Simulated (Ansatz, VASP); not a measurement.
**One calculation of Al2Cu, two programs**

The input INCAR:

```
SYSTEM = Al2Cu
PREC = Accurate
ENCUT = 520
EDIFF = 1E-6
ISMEAR = 0
SIGMA = 0.15
LREAL = .FALSE.
LASPH = .TRUE.
NELM = 100
ALGO = Fast
ISIF = 2
LWAVE = .FALSE.
LCHARG = .FALSE.
GGA = PE
NBANDS = 16
```

KPOINTS

```
regular mesh
0
G
  10 10 14
  0 0 0
```

The input POSCAR:

```
Al2Cu
1.0
    3.8327000000      0.0000000000      0.0000000000
    0.0000000000      3.8327000000      0.0000000000
    0.0000000000      0.0000000000      3.0386000000
Al Cu
2 1
Direct
    0.5000000000      0.0000000000      0.5000000000
    0.0000000000      0.5000000000      0.5000000000
    0.0000000000      0.0000000000      0.0000000000
```

Input for Ansatz:

```yaml
crystal:
  lattice:
    - [3.8327, 0.0, 0.0]
    - [0.0, 3.8327, 0.0]
    - [0.0, 0.0, 3.0386]
  atoms:
    - { symbol: Al, position: [0.5, 0.0, 0.5] }
    - { symbol: Al, position: [0.0, 0.5, 0.5] }
    - { symbol: Cu, position: [0.0, 0.0, 0.0] }
basis:
  ecutwfc: 520.0
kpoints:
  mp_grid: { grid: [10, 10, 14] }
hamiltonian:
  xc: pbe
  pseudopotentials: { kind: paw, azcp: { folder: soft_1 } }
scf:
  occupations: { method: gaussian, width: 0.15 }
output:
  forces: true
  stress: true
  eigenvalues: true
```

Alike in both runs: task single point; functional PBE; k mesh 10 × 10 × 14; occupations gaussian, width 0.15 eV; no spin polarisation.

|  | VASP | Ansatz |
| --- | --- | --- |
| version | VASP 6.6.1 | Ansatz 0.2.0 |
| potentials or method | VASP PAW PBE potentials, release 64 (Al, Cu), cutoff 520 eV | scalar-relativistic, plane waves, PAW |
| valence electrons in the cell | 17 | 25 |

|  | VASP | Ansatz | Ansatz less VASP |
| --- | --- | --- | --- |
| gap on the k mesh at the Fermi level (eV) | none | none | - |
| pressure (GPa) | 11.6 | 11.5 | -0.13 |
| traceless stress, the component that is largest in VASP (GPa) | -7.07 | -7.13 | -0.058 |

A gap of «none» marks a metal or a gap that the smearing closes. With one functional, cell and mesh, what is left measures potentials, basis and numerics. VASP's potentials hold 17 valence electrons a cell and Ansatz's 25, so a difference there can come from the potentials and not from the codes.
